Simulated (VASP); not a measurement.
# Si5PdW (P4/mmm) in VASP: vibrations by perturbation theory with PBE

Aim: the vibrations by perturbation theory of Si5PdW with PBE.

All numbers are computed with VASP 6.6.1; they aren't measurements. Logs are shortened: lines on timing, memory, paths and dates and some standing lists are left out, and cuts for length are marked.

### 1 The cell of the first run

Symmetry: P4/mmm, No. 123, tetragonal system. Conventional cell: a = 3.809 Å, b = 3.809 Å, c = 7.244 Å, α = 90.00°, β = 90.00°, γ = 90.00°. Si (site symmetry 2mm) has 2 Pd at 2.56 Å and 7 Si at 2.69 to 3.42 Å and 2 W at 2.70 Å within 3.5 Å. Si (site symmetry 4/mmm) has 4 W at 2.69 Å and 12 Si at 2.70 to 3.81 Å and 2 Pd at 3.62 Å within 3.9 Å. Pd (site symmetry 4/mmm) has 8 Si at 2.56 Å within 3.4 Å. W (site symmetry 4/mmm) has 12 Si at 2.69 to 2.70 Å within 3.6 Å.

### 2 Vibrations by perturbation theory, PBE

File INCAR:

```
PREC = Accurate
ENCUT = 520
EDIFF = 1E-8
ISMEAR = 0
SIGMA = 0.1
LREAL = False
LASPH = True
NELM = 60
ALGO = Normal
ISIF = 2
LWAVE = False
LCHARG = False
GGA = PE
IBRION = 8
NSW = 1
KPAR = 4
```

File KPOINTS:

```
Automatic mesh
0
Gamma
  8 8 4
```

File POSCAR:

```
Si5PdW
1.0
    3.8085462416      0.0000000000      0.0000000000
    0.0000000000      3.8085462416      0.0000000000
    0.0000000000      0.0000000000      7.2439651932
Si Pd W
5 1 1
Direct
    0.5000000000      0.0000000000      0.7637331502
    0.5000000000      0.0000000000      0.2362668498
    0.0000000000      0.5000000000      0.7637331502
    0.0000000000      0.5000000000      0.2362668498
    0.0000000000      0.0000000000      0.5000000000
    0.0000000000      0.0000000000      0.0000000000
    0.5000000000      0.5000000000      0.5000000000
```

Potentials or basis: VASP PAW PBE potentials, release 64 (Si, Pd, W_sv).

On the command line:

```sh
> cat potpaw_PBE.64/Si/POTCAR potpaw_PBE.64/Pd/POTCAR potpaw_PBE.64/W_sv/POTCAR > POTCAR
> mpirun -np 4 vasp_std > vasp.out
```

OUTCAR:

```text
PREC = Accurate
   ENCUT = 520
   EDIFF = 1E-8
   ISMEAR = 0
   LREAL = False
   LASPH = True
   NELM = 60
   ISIF = 2
   GGA = PE
   IBRION = 8
   NSW = 1

 ion  position               nearest neighbor table
   1  0.500  0.000  0.764-   6 2.56   6 2.56   3 2.69   3 2.69   3 2.69   3 2.69   7 2.70   5 2.70
                             5 2.70   7 2.70
   2  0.500  0.000  0.236-   6 2.56   6 2.56   4 2.69   4 2.69   4 2.69   4 2.69   7 2.70   5 2.70
                             5 2.70   7 2.70
   3  0.000  0.500  0.764-   6 2.56   6 2.56   1 2.69   1 2.69   1 2.69   1 2.69   7 2.70   5 2.70
                             7 2.70   5 2.70
   4  0.000  0.500  0.236-   6 2.56   6 2.56   2 2.69   2 2.69   2 2.69   2 2.69   7 2.70   5 2.70
                             7 2.70   5 2.70
   5  0.000  0.000  0.500-   7 2.69   7 2.69   7 2.69   7 2.69   1 2.70   3 2.70   4 2.70   2 2.70
                             1 2.70   2 2.70   3 2.70   4 2.70
   6  0.000  0.000  0.000-   1 2.56   2 2.56   3 2.56   4 2.56   3 2.56   4 2.56   1 2.56   2 2.56

   7  0.500  0.500  0.500-   5 2.69   5 2.69   5 2.69   5 2.69   1 2.70   1 2.70   2 2.70   2 2.70
                             3 2.70   4 2.70   3 2.70   4 2.70

  LATTYP: Found a simple tetragonal cell.
 ALAT       =     3.8085462416
 C/A-ratio  =     1.9020289459

  Lattice vectors:

 A1 = (   3.8085462416,   0.0000000000,   0.0000000000)
 A2 = (   0.0000000000,   3.8085462416,   0.0000000000)
 A3 = (   0.0000000000,   0.0000000000,   7.2439651932)

Analysis of symmetry for initial positions (statically):
=====================================================================
 Subroutine PRICEL returns:
 Original cell was already a primitive cell.

 Routine SETGRP: Setting up the symmetry group for a
 simple tetragonal supercell.

 Subroutine GETGRP returns: Found 16 space group operations
 (whereof 16 operations were pure point group operations)
 out of a pool of 16 trial point group operations.

The static configuration has the point symmetry D_4h.

Analysis of symmetry for dynamics (positions and initial velocities):
=====================================================================
 Subroutine PRICEL returns:
 Original cell was already a primitive cell.

 Routine SETGRP: Setting up the symmetry group for a
 simple tetragonal supercell.

 Subroutine GETGRP returns: Found 16 space group operations
 (whereof 16 operations were pure point group operations)
 out of a pool of 16 trial point group operations.

The dynamic configuration has the point symmetry D_4h.

 Subroutine INISYM returns: Found 16 space group operations
 (whereof 16 operations are pure point group operations),
[... 870 lines left out ...]

 VOLUME and BASIS-vectors are now :
 -----------------------------------------------------------------------------
  energy-cutoff  :      520.00
  volume of cell :      105.07
      direct lattice vectors                 reciprocal lattice vectors
     3.808546242  0.000000000  0.000000000     0.262567378  0.000000000  0.000000000
     0.000000000  3.808546242  0.000000000     0.000000000  0.262567378  0.000000000
     0.000000000  0.000000000  7.243965193     0.000000000  0.000000000  0.138045942

 POSITION                                       TOTAL-FORCE (eV/Angst)
 -----------------------------------------------------------------------------------
      1.90427      0.00000      5.53246         0.000000      0.000000      0.003320
      1.90427      0.00000      1.71151        -0.000000      0.000000     -0.003320
      0.00000      1.90427      5.53246         0.000000     -0.000000      0.003320
      0.00000      1.90427      1.71151        -0.000000     -0.000000     -0.003320
      0.00000      0.00000      3.62198        -0.000000      0.000000      0.000000
      0.00000      0.00000      0.00000        -0.000000      0.000000      0.000000
      1.90427      1.90427      3.62198        -0.000000      0.000000      0.000000
 -----------------------------------------------------------------------------------
    total drift:                                0.000000      0.000000      0.000000

  FREE ENERGIE OF THE ION-ELECTRON SYSTEM (eV)
  ---------------------------------------------------
  free  energy   TOTEN  =       -44.4522234133 eV

  energy  without entropy=      -44.4311036280  energy(sigma->0) =      -44.44166352

[... ionic steps 2 to 21 ...]

--------------------------------------- Ionic step       22  -------------------------------------------

------------------------ aborting loop because EDIFF is reached ----------------------------------------

[... ionic steps 23 to 23 ...]

--------------------------------------- Ionic step       24  -------------------------------------------

 Free energy of the ion-electron system (eV)
  ---------------------------------------------------
  ---------------------------------------------------
  free energy    TOTEN  =        -0.36746976 eV

  energy without entropy =       -0.36746975

------------------------ aborting loop because EDIFF is reached ----------------------------------------

 INTERNAL STRAIN TENSOR  FOR ION    7  DIRECTION 3   (eV/Angst):
 -----------------------------------------------------------------------------
     0.00427  0.00000 -0.00000
     0.00000  0.00427  0.00000
    -0.00000  0.00000  0.02271

 INTERNAL STRAIN TENSOR FOR ION    7 for displacements in x,y,z  (eV/Angst):
          X           Y           Z          XY          YZ          ZX
  --------------------------------------------------------------------------------
  x     0.00000     0.00000     0.00000     0.00000     0.00000     0.00000
  y     0.00000     0.00000     0.00000     0.00000     0.00000     0.00000
  z     0.00000     0.00000     0.00000     0.00000     0.00000     0.00000

 SECOND DERIVATIVES (NOT SYMMETRIZED)
 ------------------------------------
               1X          1Y          1Z          2X          2Y          2Z          3X          3Y          3Z          4X          4Y          4Z          5X          5Y          5Z          6X          6Y          6Z          7X          7Y          7Z
  1X    -4.664496    0.000000    0.000000    1.171813    0.000000    0.000000    2.914542    0.000000    0.000000    0.068473    0.000000    0.000000    0.973707    0.000000    0.000000    2.219902    0.000000    0.000000   -2.683941    0.000000    0.000000
  1Y     0.000000   -5.313608    0.000000    0.000000    0.080425    0.000000    0.000000    2.926410    0.000000    0.000000    0.068417    0.000000    0.000000   -0.572150    0.000000    0.000000    0.092207    0.000000    0.000000    2.718299    0.000000
  1Z     0.000000    0.000000   -5.956698    0.000000    0.000000    1.292356    0.000000    0.000000   -0.534686    0.000000    0.000000    0.486817    0.000000    0.000000    1.070360    0.000000    0.000000    1.952739    0.000000    0.000000    1.689113
  2X     1.171813    0.000000    0.000000   -4.664496    0.000000    0.000000    0.068473    0.000000    0.000000    2.914542    0.000000    0.000000    0.973707    0.000000    0.000000    2.219902    0.000000    0.000000   -2.683941    0.000000    0.000000
  2Y     0.000000    0.080425    0.000000    0.000000   -5.313608    0.000000    0.000000    0.068417    0.000000    0.000000    2.926410    0.000000    0.000000   -0.572150    0.000000    0.000000    0.092207    0.000000    0.000000    2.718299    0.000000
  2Z     0.000000    0.000000    1.292356    0.000000    0.000000   -5.956698    0.000000    0.000000    0.486817    0.000000    0.000000   -0.534686    0.000000    0.000000    1.070360    0.000000    0.000000    1.952739    0.000000    0.000000    1.689113
  3X     2.926410    0.000000    0.000000    0.068417    0.000000    0.000000   -5.313608    0.000000    0.000000    0.080425    0.000000    0.000000   -0.572150    0.000000    0.000000    0.092207    0.000000    0.000000    2.718299    0.000000   -0.000000
  3Y     0.000000    2.914542    0.000000    0.000000    0.068473    0.000000    0.000000   -4.664496    0.000000    0.000000    1.171813    0.000000    0.000000    0.973707   -0.000000    0.000000    2.219902   -0.000000    0.000000   -2.683941   -0.000000
  3Z     0.000000    0.000000   -0.534686    0.000000    0.000000    0.486817    0.000000    0.000000   -5.956698    0.000000    0.000000    1.292356    0.000000    0.000000    1.070360    0.000000    0.000000    1.952739    0.000000    0.000000    1.689113
  4X     0.068417    0.000000    0.000000    2.926410    0.000000    0.000000    0.080425    0.000000    0.000000   -5.313608    0.000000    0.000000   -0.572150    0.000000    0.000000    0.092207    0.000000    0.000000    2.718299    0.000000   -0.000000
  4Y     0.000000    0.068473    0.000000    0.000000    2.914542    0.000000    0.000000    1.171813    0.000000    0.000000   -4.664496    0.000000    0.000000    0.973707   -0.000000    0.000000    2.219902   -0.000000    0.000000   -2.683941   -0.000000
  4Z     0.000000    0.000000    0.486817    0.000000    0.000000   -0.534686    0.000000    0.000000    1.292356    0.000000    0.000000   -5.956698    0.000000    0.000000    1.070360    0.000000    0.000000    1.952739    0.000000    0.000000    1.689113
  5X     0.975859    0.000000    0.000000    0.975859    0.000000    0.000000   -0.571811   -0.000000    0.000000   -0.571811    0.000000    0.000000   -3.254466    0.000000    0.000000    0.000475    0.000000    0.000000    2.445895    0.000000    0.000000
  5Y     0.000000   -0.571811    0.000000   -0.000000   -0.571811    0.000000   -0.000000    0.975859    0.000000   -0.000000    0.975859    0.000000   -0.000000   -3.254466    0.000000   -0.000000    0.000475    0.000000   -0.000000    2.445895    0.000000
  5Z     0.000000   -0.000000    1.073875    0.000000   -0.000000    1.073875    0.000000   -0.000000    1.073875    0.000000   -0.000000    1.073875    0.000000   -0.000000   -6.012149    0.000000   -0.000000    1.485397   -0.000000    0.000000    0.231253
  6X     2.219749   -0.000000    0.000000    2.219749    0.000000    0.000000    0.095249   -0.000000    0.000000    0.095249   -0.000000    0.000000    0.003228    0.000000    0.000000   -3.869747    0.000000    0.000000   -0.763475    0.000000    0.000000
  6Y     0.000000    0.095249    0.000000    0.000000    0.095249    0.000000    0.000000    2.219749    0.000000   -0.000000    2.219749    0.000000   -0.000000    0.003228    0.000000   -0.000000   -3.869747    0.000000   -0.000000   -0.763475    0.000000
  6Z     0.000000    0.000000    1.953662    0.000000   -0.000000    1.953662   -0.000000    0.000000    1.953662   -0.000000    0.000000    1.953662   -0.000000    0.000000    1.482200    0.000000    0.000000   -8.588337    0.000000    0.000000   -0.708509
  7X    -2.691500    0.000000    0.000000   -2.691500    0.000000    0.000000    2.727890   -0.000000    0.000000    2.727890   -0.000000    0.000000    2.444327   -0.000000    0.000000   -0.758158   -0.000000    0.000000   -1.758948   -0.000000    0.000000
  7Y     0.000000    2.727890    0.000000    0.000000    2.727890    0.000000   -0.000000   -2.691500    0.000000   -0.000000   -2.691500    0.000000    0.000000    2.444327    0.000000    0.000000   -0.758158    0.000000    0.000000   -1.758948    0.000000
  7Z    -0.000000    0.000000    1.686683   -0.000000    0.000000    1.686683   -0.000000    0.000000    1.686683   -0.000000    0.000000    1.686683    0.000000   -0.000000    0.235644   -0.000000    0.000000   -0.711328    0.000000    0.000000   -6.271047

 Eigenvectors and eigenvalues of the dynamical matrix
 ----------------------------------------------------

   1 f  =    8.688761 THz    54.593096 2PiTHz  289.825872 cm-1    35.933812 meV
             X         Y         Z           dx          dy          dz
      1.904273  0.000000  5.532456    -0.323279    0.310094   -0.000000
      1.904273  0.000000  1.711509    -0.323279    0.310094    0.000000
      0.000000  1.904273  5.532456     0.380497   -0.263463   -0.000000
      0.000000  1.904273  1.711509     0.380497   -0.263463    0.000000
      0.000000  0.000000  3.621983     0.232143    0.189190   -0.000000
      0.000000  0.000000  0.000000     0.087483    0.071296   -0.000000
      1.904273  1.904273  3.621983    -0.201937   -0.164573   -0.000000
[... 191 lines left out ...]
  21 f/i=    2.536963 THz    15.940211 2PiTHz   84.623987 cm-1    10.492032 meV
             X         Y         Z           dx          dy          dz
      1.904273  0.000000  5.532456    -0.030871    0.054594   -0.000000
      1.904273  0.000000  1.711509    -0.030871    0.054594   -0.000000
      0.000000  1.904273  5.532456    -0.004868    0.346183   -0.000000
      0.000000  1.904273  1.711509    -0.004868    0.346183    0.000000
      0.000000  0.000000  3.621983     0.001165   -0.013068   -0.000000
      0.000000  0.000000  0.000000    -0.045635    0.511748   -0.000000
      1.904273  1.904273  3.621983     0.062066   -0.695994   -0.000000

--------------------------------------------------------------------------------------------------------

 ELASTIC MODULI CONTR FROM IONIC RELAXATION (kBar)
 Direction    XX          YY          ZZ          XY          YZ          ZX
 --------------------------------------------------------------------------------
 XX        -593.9068    557.8458    -12.0188      0.0000      0.0000      0.0000
 YY         557.8458   -593.9068    -12.0188      0.0000     -0.0000     -0.0000
 ZZ         -12.0188    -12.0188     -8.0115      0.0000      0.0000     -0.0000
 XY           0.0000      0.0000      0.0000      0.0000      0.0000      0.0000
 YZ           0.0000     -0.0000      0.0000      0.0000   -169.2015      0.0000
 ZX           0.0000     -0.0000     -0.0000      0.0000      0.0000   -157.9296
 --------------------------------------------------------------------------------
```

It took 24 min on 4 MPI ranks of Oxide Virtual Turin-like, shared host; peak memory 0.74 GiB.

Results:

* Highest phonon frequency at Γ: 290 cm⁻¹
* Most unstable mode: 85i cm⁻¹

Phonon frequencies in cm⁻¹ (negative: imaginary):
```csv
q point,frequencies
"(0.000, 0.000, 0.000)",-85 -85 0 0 0 109 149 149 163 163 171 171 211 219 246 274 283 286 286 290 290
```

Caveat: some modes are imaginary; spin-orbit coupling is left out, which moves the levels of the heavy elements.
